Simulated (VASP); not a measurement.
# Zr2N (P4_2/mnm) in VASP: single point with LDA

Aim: the single point of Zr2N with LDA.

Program: VASP 6.6.1. These are calculated values, not measurements. Logs are shortened: lines on timing, memory, paths and dates and some standing lists are left out, and cuts for length are marked.

### Step 1. The cell of the first run

It takes space group P4_2/mnm (No. 136, tetragonal). The conventional cell has a = 5.423 Å, b = 5.423 Å, c = 3.304 Å, α = 90.00°, β = 90.00°, γ = 90.00°. Within 3.0 Å of Zr (site symmetry m2m) lie 3 N at 2.27 Å. Within 3.0 Å of N (site symmetry mmm) lie 6 Zr at 2.27 Å.

### Step 2. Single point, LDA

INCAR

```
SYSTEM = Zr2N
  PREC = Accurate
  ENCUT = 520
  EDIFF = 1E-6
  ISMEAR = 0
  SIGMA = 0.1
  LREAL = .FALSE.
  LASPH = .TRUE.
  NELM = 60
  ALGO = Normal
  ISIF = 2
  LWAVE = .FALSE.
  LCHARG = .FALSE.
  NBANDS = 38
```

KPOINTS

```
Automatic mesh
0
G
  8 8 10
  0 0 0
```

POSCAR

```
Zr2N
1.0
    5.4231267041      0.0000000000      0.0000000000
    0.0000000000      5.4231267041      0.0000000000
    0.0000000000      0.0000000000      3.3038849730
Zr N
4 2
Direct
    0.2962945863      0.2962945863      0.0000000000
    0.7037054137      0.7037054137      0.0000000000
    0.7962945863      0.2037054137      0.5000000000
    0.2037054137      0.7962945863      0.5000000000
    0.0000000000      0.0000000000      0.0000000000
    0.5000000000      0.5000000000      0.5000000000
```

Potentials or basis: VASP PAW LDA potentials, release 64 (Zr_sv, N).

Command:

```bash
$ cat potpaw_LDA.64/Zr_sv/POTCAR potpaw_LDA.64/N/POTCAR > POTCAR
$ mpirun -np 1 vasp_std > vasp.out
```

OUTCAR:

```text
SYSTEM = Zr2N
   PREC = Accurate
   ENCUT = 520
   EDIFF = 1E-6
   ISMEAR = 0
   LREAL = .FALSE.
   LASPH = .TRUE.
   NELM = 60
   ISIF = 2

 ion  position               nearest neighbor table
   1  0.296  0.296  0.000-   5 2.27   6 2.27   6 2.27   2 3.12   4 3.21   3 3.21   4 3.21   3 3.21
                             4 3.21   4 3.21   3 3.21   3 3.21   2 3.90   2 3.90
   2  0.704  0.704  0.000-   5 2.27   6 2.27   6 2.27   1 3.12   4 3.21   3 3.21   4 3.21   3 3.21
                             3 3.21   3 3.21   4 3.21   4 3.21   1 3.90   1 3.90
   3  0.796  0.204  0.500-   6 2.27   5 2.27   5 2.27   4 3.12   1 3.21   1 3.21   2 3.21   2 3.21
                             2 3.21   2 3.21   1 3.21   1 3.21   4 3.90   4 3.90
   4  0.204  0.796  0.500-   6 2.27   5 2.27   5 2.27   3 3.12   1 3.21   1 3.21   2 3.21   2 3.21
                             1 3.21   1 3.21   2 3.21   2 3.21   3 3.90   3 3.90
   5  0.000  0.000  0.000-   1 2.27   2 2.27   3 2.27   4 2.27   3 2.27   4 2.27
   6  0.500  0.500  0.500-   3 2.27   4 2.27   1 2.27   2 2.27   1 2.27   2 2.27

  LATTYP: Found a simple tetragonal cell.
 ALAT       =     5.4231267041
 C/A-ratio  =     0.6092214240

  Lattice vectors:

 A1 = (   5.4231267041,   0.0000000000,   0.0000000000)
 A2 = (   0.0000000000,   5.4231267041,   0.0000000000)
 A3 = (   0.0000000000,   0.0000000000,   3.3038849730)

Analysis of symmetry for initial positions (statically):
=====================================================================
 Subroutine PRICEL returns:
 Original cell was already a primitive cell.

 Routine SETGRP: Setting up the symmetry group for a
 simple tetragonal supercell.

 Subroutine GETGRP returns: Found 16 space group operations
 (whereof  8 operations were pure point group operations)
 out of a pool of 16 trial point group operations.

The static configuration has the point symmetry D_2h.
 The point group associated with its full space group is D_4h.

Analysis of symmetry for dynamics (positions and initial velocities):
=====================================================================
 Subroutine PRICEL returns:
 Original cell was already a primitive cell.

 Routine SETGRP: Setting up the symmetry group for a
 simple tetragonal supercell.

 Subroutine GETGRP returns: Found 16 space group operations
 (whereof  8 operations were pure point group operations)
 out of a pool of 16 trial point group operations.

The dynamic configuration has the point symmetry D_2h.
 The point group associated with its full space group is D_4h.

 Subroutine INISYM returns: Found 16 space group operations
 (whereof  8 operations are pure point group operations),
 and found     1 'primitive' translations

----------------------------------------------------------------------------------------

                                     Primitive cell

  volume of cell :      97.1683

  direct lattice vectors                    reciprocal lattice vectors
     5.423126704  0.000000000  0.000000000     0.184395470  0.000000000  0.000000000
     0.000000000  5.423126704  0.000000000     0.000000000  0.184395470  0.000000000
     0.000000000  0.000000000  3.303884973     0.000000000  0.000000000  0.302673976

  length of vectors
     5.423126704  5.423126704  3.303884973     0.184395470  0.184395470  0.302673976

  position of ions in fractional coordinates (direct lattice)
     0.296294586  0.296294586  0.000000000
     0.703705414  0.703705414  0.000000000
     0.796294586  0.203705414  0.500000000
     0.203705414  0.796294586  0.500000000
     0.000000000  0.000000000  0.000000000
     0.500000000  0.500000000  0.500000000

  ion indices of the primitive-cell ions
   primitive index   ion index
                 1           1
                 2           2
                 3           3
                 4           4
                 5           5
                 6           6

----------------------------------------------------------------------------------------

 KPOINTS: Automatic mesh

Automatic generation of k-mesh.
 Grid dimensions read from file:
 generate k-points for:    8    8   10

 Generating k-lattice:

  Cartesian coordinates                     Fractional coordinates (reciprocal lattice)
     0.023049434  0.000000000  0.000000000     0.125000000  0.000000000  0.000000000
     0.000000000  0.023049434  0.000000000     0.000000000  0.125000000  0.000000000
     0.000000000  0.000000000  0.030267398     0.000000000  0.000000000  0.100000000

  Length of vectors
     0.023049434  0.023049434  0.030267398

  Shift w.r.t. Gamma in fractional coordinates (k-lattice)
     0.000000000  0.000000000  0.000000000

 Subroutine IBZKPT returns following result:
 ===========================================

 Found     90 irreducible k-points:

 Following reciprocal coordinates:
            Coordinates               Weight
  0.000000  0.000000  0.000000      1.000000
  0.125000  0.000000  0.000000      4.000000
  0.250000  0.000000  0.000000      4.000000
  0.375000  0.000000  0.000000      4.000000
  0.500000  0.000000  0.000000      2.000000
  0.125000  0.125000  0.000000      4.000000
[... 16 lines left out ...]
  0.375000  0.125000  0.100000     16.000000
  0.500000  0.125000  0.100000      8.000000
 [... further k-points ...]
   k-points           NKPTS =     90   k-points in BZ     NKDIM =     90   number of bands    NBANDS=     38
   number of dos      NEDOS =    301   number of ions     NIONS =      6
   total plane-waves  NPLWV =  44800
   dimension x,y,z NGX =    40 NGY =   40 NGZ =   28
   dimension x,y,z NGXF=    80 NGYF=   80 NGZF=   56
   ions per type =               4   2
   NGX,Y,Z   is equivalent  to a cutoff of  12.26, 12.26, 14.09 a.u.
   NGXF,Y,Z  is equivalent  to a cutoff of  24.52, 24.52, 28.18 a.u.
 SYSTEM =  Zr2N
   PREC   = accura    normal or accurate (medium, high low for compatibility)
   ISTART =      0    job   : 0-new  1-cont  2-samecut
   ICHARG =      2    charge: 1-file 2-atom 10-const
   ISPIN  =      1    spin polarized calculation?
   LNONCOLLINEAR =      F non collinear calculations
   LSORBIT =      F    spin-orbit coupling
   LASPH  =      T    aspherical Exc in radial PAW
   ENCUT  =  520.0 eV  38.22 Ry    6.18 a.u.  10.08 10.08  6.14*2*pi/ulx,y,z
   NELM   =     60;   NELMIN=  2; NELMDL= -5     # of ELM steps
   EDIFF  = 0.1E-05   stopping-criterion for ELM
   LREAL  =      F    real-space projection
   EDIFFG = 0.1E-04   stopping-criterion for IOM
   NSW    =      0    number of steps for IOM
   IBRION =     -1    ionic relax: 0-MD 1-quasi-New 2-CG
   NFREE  =      0    steps in history (QN), initial steepest desc. (CG)
   ISIF   =      2    stress and relaxation
   ISYM   =      2    0-nonsym 1-usesym 2-fastsym
   POTIM  = 0.5000    time-step for ionic-motion
   TEBEG  =    0.0;   TEEND  =   0.0 temperature during run
   PSTRESS=    0.0 pullay stress
   NELECT =      58.0000    total number of electrons
   NUPDOWN=      -1.0000    fix difference up-down
   EMIN   =  10.00;   EMAX   =-10.00  energy-range for DOS
   EFERMI =   0.00;   METHOD = LEGACY
   ISMEAR =     0;   SIGMA  =   0.10  broadening in eV -4-tet -1-fermi 0-gaus
   EFERMI_NEDOS =   21; number of points for ismear=-14 and -15
   IALGO  =     38    algorithm
   IMIX   =      4    mixing-type and parameters
     AMIX     =   0.40;   BMIX     =  1.00
     AMIX_MAG =   1.60;   BMIX_MAG =  1.00
  volume/ion in A,a.u.               =      16.19       109.29
  Fermi-wavevector in a.u.,A,eV,Ry     =   1.378402  2.604803 25.850977  1.899993
  Thomas-Fermi vector in A             =   2.503467
   LORBIT       =      0    0 simple, 1 ext, 2 COOP (PROOUT), +10 PAW based schemes
   GGA     = CA    functional components
   LHFCALC =     F    Hartree Fock is set to
   AEXX    =    0.0000 exact exchange contribution
   IVDW    =     0    specifies the selected vdW correction
   LEPSILON=     F    determine dielectric tensor
   LRPA    =     F    only Hartree local field effects (RPA)
 non-spin polarized calculation
 Gauss-broadening in eV      SIGMA  =   0.10
  energy-cutoff  :      520.00
  volume of cell :       97.17
 maximum number of plane-waves:      2644
   NGX = 21   NGY = 21   NGZ = 13

 number of electron      58.0000002 magnetization

 Free energy of the ion-electron system (eV)
  ---------------------------------------------------
  ext. energy  EPLUGINS =         0.00000000
  ---------------------------------------------------
  free energy    TOTEN  =       -63.80927755 eV

  energy without entropy =      -63.79580536  energy(sigma->0) =      -63.80254145

 E-fermi :   9.4406     XC(G=0): -11.9152

 val. band max:        9.4320461481   @ k =   0.2500   0.2500   0.1000
 cond. band min:       9.4442427073   @ k =   0.3750   0.3750   0.2000
 fundamental gap:      0.0121965593
 Fermi energy:         9.4405778911

 k-point     1 :       0.0000    0.0000    0.0000
  band No.  band energies     occupation
      1     -38.9825      2.00000
      2     -38.8422      2.00000
      3     -38.8422      2.00000
      4     -38.7841      2.00000
      5     -18.0224      2.00000
      6     -17.4460      2.00000
[... 30 lines left out ...]
     37      12.2743      0.00000
     38      12.3429      0.00000

 k-point     2 :       0.1250    0.0000    0.0000
  band No.  band energies     occupation
      1     -38.9776      2.00000
      2     -38.8485      2.00000
      3     -38.8397      2.00000
      4     -38.7855      2.00000
      5     -17.9965      2.00000
      6     -17.4380      2.00000
[... 30 lines left out ...]
     37      12.2848      0.00000
     38      12.6173      0.00000

 k-point     3 :       0.2500    0.0000    0.0000
  band No.  band energies     occupation
      1     -38.9635      2.00000
      2     -38.8655      2.00000
      3     -38.8324      2.00000
      4     -38.7902      2.00000
      5     -17.9240      2.00000
      6     -17.4720      2.00000
[... 30 lines left out ...]
     37      12.2366      0.00000
[... 781 lines left out ...]
 k-point    23 :       0.3750    0.1250    0.1000
  band No.  band energies     occupation
      1     -38.9315      2.00000
      2     -38.8819      2.00000
      3     -38.8238      2.00000
      4     -38.8011      2.00000
      5     -17.7750      2.00000
      6     -17.5477      2.00000
[... 30 lines left out ...]
     37      12.7725      0.00000
     38      13.3691      0.00000

 k-point    24 :       0.5000    0.1250    0.1000
  band No.  band energies     occupation
      1     -38.9071      2.00000
      2     -38.9071      2.00000
      3     -38.8121      2.00000
      4     -38.8121      2.00000
      5     -17.6606      2.00000
      6     -17.6606      2.00000
[... 30 lines left out ...]
     37      12.8807      0.00000
     38      12.8807      0.00000

 [... further k-points ...]
[... 5 lines left out ...]
  --------------------------------------------------------------------------------------
  -------------------------------------------------------------------------------------
  Total       -5.1002326     -5.1002326     -5.3356419      0.0000000      0.0000000      0.0000000
  in kB      -84.0961552    -84.0961552    -87.9777465      0.0000000      0.0000000      0.0000000
  external PRESSURE =     -85.3900189 kB  Pullay stress =       0.0000000 kB

 VOLUME and BASIS-vectors are now :
 -----------------------------------------------------------------------------
  energy-cutoff  :      520.00
  volume of cell :       97.17
      direct lattice vectors                 reciprocal lattice vectors
     5.423126704  0.000000000  0.000000000     0.184395470  0.000000000  0.000000000
     0.000000000  5.423126704  0.000000000     0.000000000  0.184395470  0.000000000
     0.000000000  0.000000000  3.303884973     0.000000000  0.000000000  0.302673976

 POSITION                                       TOTAL-FORCE (eV/Angst)
 -----------------------------------------------------------------------------------
      1.60684      1.60684      0.00000         0.059699      0.059699     -0.000000
      3.81628      3.81628      0.00000        -0.059699     -0.059699      0.000000
      4.31841      1.10472      1.65194         0.059699     -0.059699      0.000000
      1.10472      4.31841      1.65194        -0.059699      0.059699      0.000000
      0.00000      0.00000      0.00000        -0.000000     -0.000000      0.000000
      2.71156      2.71156      1.65194        -0.000000     -0.000000      0.000000
 -----------------------------------------------------------------------------------
    total drift:                               -0.000000      0.000000      0.000000

  FREE ENERGIE OF THE ION-ELECTRON SYSTEM (eV)
  ---------------------------------------------------
  free  energy   TOTEN  =       -63.8092775509 eV

  energy  without entropy=      -63.7958053555  energy(sigma->0) =      -63.80254145
```

Wall time 3.1 min (1 thread of Intel Xeon Platinum 8488C (Sapphire Rapids), shared host); peak memory 0.34 GiB.

What came out:

| Property | Result |
| --- | --- |
| Free energy | -63.8093 eV |
| Pressure | -8.5 GPa |
| Largest force | 0.084 eV/Å |
| Band gap on the k mesh | zero (band 29 reaches 10.85 eV, above the bottom of band 30 at 8.36 eV) |

Forces on the atoms (eV/Å):
```
Zr   0.060  0.060  0.000
Zr  -0.060 -0.060  0.000
Zr   0.060 -0.060  0.000
Zr  -0.060  0.060  0.000
N    0.000  0.000  0.000
N    0.000  0.000  0.000
```

Stress tensor (GPa, compression positive):
```
-8.41  0.00  0.00
 0.00 -8.41  0.00
 0.00  0.00 -8.80
```

Levels at points of the mesh, in eV from the Fermi level:
| k point | band 25 | band 26 | band 27 | band 28 | band 29 | band 30 | band 31 | band 32 | band 33 | band 34 |
| --- | --- | --- | --- | --- | --- | --- | --- | --- | --- | --- |
| (0.00, 0.00, 0.00) | -3.23 | -1.92 | 0.37 | 0.54 | 0.74 | 1.01 | 1.01 | 1.25 | 1.35 | 1.35 |
| (0.50, 0.00, 0.00) | -1.93 | -1.93 | -0.94 | -0.94 | 1.41 | 1.41 | 1.47 | 1.47 | 1.69 | 1.69 |
| (0.50, 0.50, 0.00) | -1.42 | -1.42 | -1.06 | -1.06 | 0.93 | 0.93 | 1.31 | 1.31 | 1.59 | 1.59 |
| (0.00, 0.00, 0.50) | -1.11 | -1.11 | -1.10 | -1.10 | -1.08 | -1.08 | 1.89 | 1.89 | 3.02 | 3.02 |
| (0.50, 0.00, 0.50) | -1.75 | -1.75 | -0.84 | -0.84 | -0.72 | -0.72 | 1.49 | 1.49 | 3.28 | 3.28 |
| (0.50, 0.50, 0.50) | -1.46 | -1.46 | -0.89 | -0.89 | -0.24 | -0.24 | 1.13 | 1.13 | 2.63 | 2.63 |
